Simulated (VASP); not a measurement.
Nb2PtSe5:

```
Nb Pt Se
1.0
     3.55000    0.00000    0.00000
    -1.77500    3.07439    0.00000
     0.00000    0.00000   16.40000
Nb Pt Se
2 1 5
Direct
  0.33333 0.66667 0.10200
  0.33333 0.66667 0.51200
  0.00000 0.00000 0.70000
  0.00000 0.00000 0.00000
  0.00000 0.00000 0.20500
  0.33333 0.66667 0.78500
  0.66667 0.33333 0.61500
  0.66667 0.33333 0.41000
```

* Program: VASP 6.6.1
* Task: relaxation of cell and atoms
* Functional: PBE
* Potentials or basis: VASP PAW PBE potentials, release 64 (Nb_sv, Pt, Se)
* Cutoff: 600 eV
* k mesh: 4 × 4 × 1
* Occupations: gaussian, width 0.15 eV
* Spin: no spin polarisation

At the start: pressure 2.9 GPa; volume 22.37 Å³/atom.

Problem. How do energy, volume and symmetry change on relaxing?

Solution. Over 24 steps the energy falls by 95.8 meV/atom and the volume is 24.08 Å³/atom (+7.6 %); space group P3m1 (No. 156, to 0.1 Å) before and after.

Step by step:
```csv
step,energy change (eV),largest force (eV/Å),pressure (GPa),volume (Å³)
1,0.0000,1.7486,2.89,178.99
2,-0.3127,0.9440,-3.13,189.62
3,-0.3127,0.9380,-3.08,189.50
4,-0.5382,0.9570,0.67,184.32
5,-0.5407,1.1010,1.19,183.71
6,-0.6397,0.3937,0.51,185.35
7,-0.6536,0.3381,0.37,186.19
8,-0.6544,0.3600,0.35,186.38
9,-0.6831,0.5145,-0.09,188.10
10,-0.7017,0.7729,-0.98,192.28
11,-0.7054,0.6349,-0.69,190.82
12,-0.7188,0.5169,-0.34,190.87
13,-0.7255,0.4933,0.10,190.92
14,-0.7329,0.3381,0.07,191.07
15,-0.7426,0.2852,-0.02,191.50
16,-0.7471,0.2065,-0.08,191.53
17,-0.7548,0.2135,-0.23,191.63
18,-0.7556,0.2848,-0.29,191.67
19,-0.7591,0.1887,0.18,191.02
20,-0.7594,0.1532,0.35,190.79
21,-0.7621,0.1043,0.22,191.28
22,-0.7645,0.1555,-0.03,192.31
23,-0.7660,0.0816,-0.09,192.46
24,-0.7663,0.0686,-0.13,192.60
```

Final structure:
```cif
data_structure
_symmetry_space_group_name_H-M 'P 1'
_symmetry_Int_Tables_number 1
_cell_length_a 3.5224
_cell_length_b 3.5224
_cell_length_c 17.9248
_cell_angle_alpha 90.000
_cell_angle_beta 90.000
_cell_angle_gamma 120.000
_cell_volume 192.60
loop_
_atom_site_label
_atom_site_type_symbol
_atom_site_fract_x
_atom_site_fract_y
_atom_site_fract_z
_atom_site_occupancy
Nb1 Nb 0.33333 0.66667 0.10133 1
Nb2 Nb 0.33333 0.66667 0.49891 1
Pt1 Pt 0.00000 0.00000 0.72767 1
Se1 Se 0.00000 0.00000 0.00821 1
Se2 Se 0.00000 0.00000 0.19436 1
Se3 Se 0.33333 0.66667 0.79745 1
Se4 Se 0.66667 0.33333 0.59367 1
Se5 Se 0.66667 0.33333 0.40742 1
```

Caveat: the k points lie up to 0.51 Å⁻¹ apart in the final cell, too coarse for converged energies and pressures of a metal; this functional lacks dispersion, which binds the layers, so the pressure and a relaxed spacing across them are unreliable; the relaxation stopped at a loose force limit of 0.08 eV/Å, so its end isn't a converged minimum.
